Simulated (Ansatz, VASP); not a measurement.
C: VASP beside Ansatz

```xyz
2
Lattice="1.2280 0.7090 3.3470 -1.2280 0.7090 3.3470 0.0000 -1.4180 3.3470" Properties=species:S:1:pos:R:3 pbc="T T T"
C     0.0000    0.0000    8.3943
C     0.0000    0.0000    1.6467
```

Alike in both runs: task relaxation of cell and atoms; functional PBEsol; k mesh 18 × 18 × 18; occupations fermi-dirac, width 0.05 eV; no spin polarisation.

|  | VASP | Ansatz |
| --- | --- | --- |
| version | VASP 6.6.1 | Ansatz 0.2.0 |
| potentials or method | VASP PAW PBE potentials, release 64 (C) | PAW with Ansatz's default frozen-core files, scalar-relativistic |
| plane-wave cutoff (eV) | 600 | 420 |
| valence electrons in the cell | 8 | 8 |

|  | VASP | Ansatz | Ansatz less VASP |
| --- | --- | --- | --- |
| relaxed volume (Å³/atom) | 9.31 | 9.43 | +0.121 |
| relaxed length of the cell vector where the two differ most in proportion (Å) | 3.827 | 3.873 | +0.0458 |

VASP's potentials were made for PBE, not for PBEsol.
